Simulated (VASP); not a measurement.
Set up this calculation in VASP 6.6.1, as the native input.

| Item | Value |
| --- | --- |
| Task | single point |
| Functional | PBE |
| Potentials or basis | VASP PAW PBE potentials, release 64 (Ti_sv, Al) |
| Cutoff | 520 eV |
| k mesh | 21 × 21 × 12 |
| Occupations | gaussian, width 0.15 eV |
| Spin | no spin polarisation |
| Dipole correction | no |
| Further INCAR settings | ALGO = Fast; EDIFF = 1e-07; NBANDS = 14 |

The structure of TiAl lies in POSCAR:

```
TiAl
1.0
    2.9480723564      0.0000000000      0.0000000000
   -1.4740361782      2.5531055528      0.0000000000
    0.0000000000      0.0000000000      4.4251344905
Ti Al
1 1
Direct
    0.0000000000      0.0000000000      0.0000000000
    0.3333333333      0.6666666667      0.5000000000
```

This cell differs from its parent crystal: ratio of the length along z to the lengths across it x 0.92, volume and fractional coordinates fixed.

The input as run:

INCAR

```
SYSTEM = TiAl
  ALGO = Fast
  EDIFF = 1E-7
  ENCUT = 520
  GGA = PE
  ISIF = 2
  ISMEAR = 0
  LASPH = .True.
  LCHARG = .False.
  LREAL = .False.
  LWAVE = .False.
  NBANDS = 14
  NELM = 100
  PREC = Accurate
  SIGMA = 0.15
```

KPOINTS

```
k-points
0
Gamma
  21 21 12
  0 0 0
```

Potentials or basis: VASP PAW PBE potentials, release 64 (Ti_sv, Al).

Command:

```bash
$ cat potpaw_PBE.64/Ti_sv/POTCAR potpaw_PBE.64/Al/POTCAR > POTCAR
$ mpirun -np 1 vasp_std > vasp.out
```

Results of the run:

```
Pressure               : 1.5 GPa
Band gap on the k mesh : zero (an odd number of electrons rules out a gap without spin polarisation)
```

Wall time 3.8 min on 1 thread of AMD EPYC 9R45 96-Core Processor (Zen 5) (shared host), peak memory 0.26 GiB.
